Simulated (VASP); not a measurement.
ZrIn, 2 atoms in the cell. It takes space group P4/mmm (No. 123, tetragonal). Conventional cell: a = 3.141 Å, b = 3.141 Å, c = 4.543 Å, α = 90.00°, β = 90.00°, γ = 90.00°. Zr (site symmetry 4/mmm) has 4 Zr at 3.14 Å and 8 In at 3.18 Å within 4.1 Å. In (site symmetry 4/mmm) has 4 In at 3.14 Å and 8 Zr at 3.18 Å within 4.1 Å.  This cell differs from its parent crystal: strain +0.0200 x Voigt [0, 0, 1, 0, 0, 0].

```yaml
Program: VASP 6.6.1
Task: single point
Functional: PBEsol
Potentials_or_basis: VASP PAW PBE potentials, release 64 (Zr_sv, In_d)
Cutoff: 520 eV
k_mesh: 16 × 16 × 12
Occupations: gaussian, width 0.15 eV
Spin: no spin polarisation
Dipole_correction: no
Further_INCAR_settings: ALGO = Normal; EDIFF = 1e-07; NBANDS = 20
```

Potentials or basis: VASP PAW PBE potentials, release 64 (Zr_sv, In_d).

Launch:

```sh
$ cat potpaw_PBE.64/Zr_sv/POTCAR potpaw_PBE.64/In_d/POTCAR > POTCAR
$ mpirun -np 1 vasp_std > vasp.out
```

Hardware: 1 thread of AMD EPYC 7571, on a shared host.

Q: How long does it take, and how much memory?

A: Wall time 10 min on 1 thread of AMD EPYC 7571, with other jobs on the host, peak memory 0.35 GiB. Counts: scf iterations 13, k points 315.
